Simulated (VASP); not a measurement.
Wanted: the native input for a VASP 6.6.1 run.

| Quantity | Value |
| --- | --- |
| Task | single point |
| Functional | PBEsol |
| Potentials or basis | VASP PAW PBE potentials, release 64 (Re_sv_GW) |
| Cutoff | 560 eV |
| k mesh | 18 × 18 × 10 |
| Occupations | gaussian, width 0.15 eV |
| Spin | no spin polarisation |
| Dipole correction | no |
| Further INCAR settings | ALGO = Normal; EDIFF = 1e-06; NBANDS = 22 |

The structure of Re lies in POSCAR:

```
Re
1.0
    2.7502953086      0.0000000000      0.0000000000
   -1.3751476543      2.3818256051      0.0000000000
    0.0000000000      0.0000000000      4.4432902328
Re
2
Direct
    0.3333333333      0.6666666667      0.2187843934
    0.6666666667      0.3333333333      0.7812156066
```

This cell differs from its parent crystal: atoms displaced along a vibrational mode.

These files were run (other wordings do the same):

INCAR

```
PREC     = Accurate       # precision mode
ENCUT    = 560            # plane-wave cutoff, eV
EDIFF    = 1E-6           # SCF threshold, eV
ISMEAR   = 0              # smearing method
SIGMA    = 0.15           # smearing width, eV
LREAL    = False          # projectors in reciprocal space
LASPH    = True           # aspherical terms in the spheres
NELM     = 120            # most SCF steps
ALGO     = Normal         # electronic algorithm
ISIF     = 2              # what is computed and relaxed
LWAVE    = False          # write WAVECAR
LCHARG   = False          # write CHGCAR
GGA      = PS             # functional
NBANDS   = 22             # bands
GGA_COMPAT= False
```

KPOINTS

```
regular mesh
0
Gamma
  18 18 10
```

Potentials or basis: VASP PAW PBE potentials, release 64 (Re_sv_GW).

Run with:

```sh
$ cat potpaw_PBE.64/Re_sv_GW/POTCAR > POTCAR
$ mpirun -np 1 vasp_std > vasp.out
```

It gave:

```
Pressure               : 11.9 GPa
Largest force          : 3.597 eV/Å
Band gap on the k mesh : zero (bands 15 and 16 overlap by 3.05 eV)
```

Caveat: the cell differs from its parent crystal (atoms displaced along a vibrational mode); the stress differs along the axes, from 8 to 20 GPa; the PAW data sets were made with another functional, which shifts forces and pressure a little; spin-orbit coupling is left out, which moves the levels of the heavy elements.

Run time: 2.4 min on 1 thread of Intel(R) Xeon(R) Platinum 8488C (Sapphire Rapids), with other jobs on the host, peak memory 0.32 GiB.
